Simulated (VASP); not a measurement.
The system is HoHgF4.

```
Ho Hg F
1.0
     3.63192   -3.69458    0.00000
     3.63192    3.69458    0.00000
     0.00000    0.00000    3.39491
Ho Hg F
1 1 4
Direct
  0.00000 0.00000 0.00000
  0.50000 0.50000 0.50000
  0.69180 0.69180 0.00000
  0.79844 0.20156 0.50000
  0.20156 0.79844 0.50000
  0.30820 0.30820 0.00000
```

The cell was generated, and may not be a known phase.

* Program: VASP 6.6.1
* Task: relaxation of cell and atoms
* Functional: PBE
* Potentials or basis: VASP PAW PBE potentials, release 64 (Ho_3, Hg, F), 4f in core
* Cutoff: 600 eV
* k mesh: 4 × 4 × 6
* Occupations: gaussian, width 0.1 eV
* Spin: no spin polarisation

At the start: pressure 20.1 GPa; volume 15.18 Å³/atom.

Task: How do energy, volume and symmetry change on relaxing?

Result: Over 16 steps the energy falls by 506.5 meV/atom and the volume is 19.89 Å³/atom (+31.0 %); space group Cmmm (No. 65, to 0.1 Å) before and after.

The path:
| step | energy change (eV) | largest force (eV/Å) | pressure (GPa) | volume (Å³) |
| --- | --- | --- | --- | --- |
| 1 | 0.0000 | 3.9246 | 20.13 | 91.11 |
| 2 | -2.4759 | 1.5454 | -4.17 | 118.56 |
| 3 | -2.4750 | 1.5916 | -3.75 | 117.30 |
| 4 | -2.8491 | 0.5872 | 0.83 | 112.67 |
| 5 | -2.8692 | 0.3737 | 2.45 | 111.44 |
| 6 | -2.9672 | 0.4041 | 1.57 | 114.24 |
| 7 | -2.9684 | 0.3368 | 1.59 | 113.98 |
| 8 | -3.0066 | 0.2877 | -0.38 | 117.64 |
| 9 | -3.0086 | 0.3098 | -0.94 | 118.74 |
| 10 | -3.0316 | 0.1079 | -0.28 | 118.95 |
| 11 | -3.0325 | 0.1127 | -0.11 | 118.99 |
| 12 | -3.0382 | 0.0207 | 0.23 | 118.77 |
| 13 | -3.0382 | 0.0218 | 0.23 | 118.77 |
| 14 | -3.0386 | 0.0574 | -0.08 | 119.32 |
| 15 | -3.0386 | 0.0498 | -0.02 | 119.20 |
| 16 | -3.0388 | 0.0170 | -0.03 | 119.32 |

Final structure:
```yaml
crystal:
  lattice:
    - [4.04266, -4.20803, 0.00000]
    - [4.04266, 4.20803, 0.00000]
    - [0.00000, 0.00000, 3.50692]
  atoms:
    - { symbol: Ho, position: [0.00000, 0.00000, 0.00000] }
    - { symbol: Hg, position: [0.50000, 0.50000, 0.50000] }
    - { symbol: F, position: [0.73428, 0.73428, 0.00000] }
    - { symbol: F, position: [0.84003, 0.15997, 0.50000] }
    - { symbol: F, position: [0.15997, 0.84003, 0.50000] }
    - { symbol: F, position: [0.26572, 0.26572, 0.00000] }
```

Caveat: the volume moved by over 15 % at a fixed basis, so the end points are rough; an odd number of electrons without spin polarisation forces a metal; a magnetic or distorted state may lie lower; the run has no spin polarisation, though such a crystal can be magnetic.
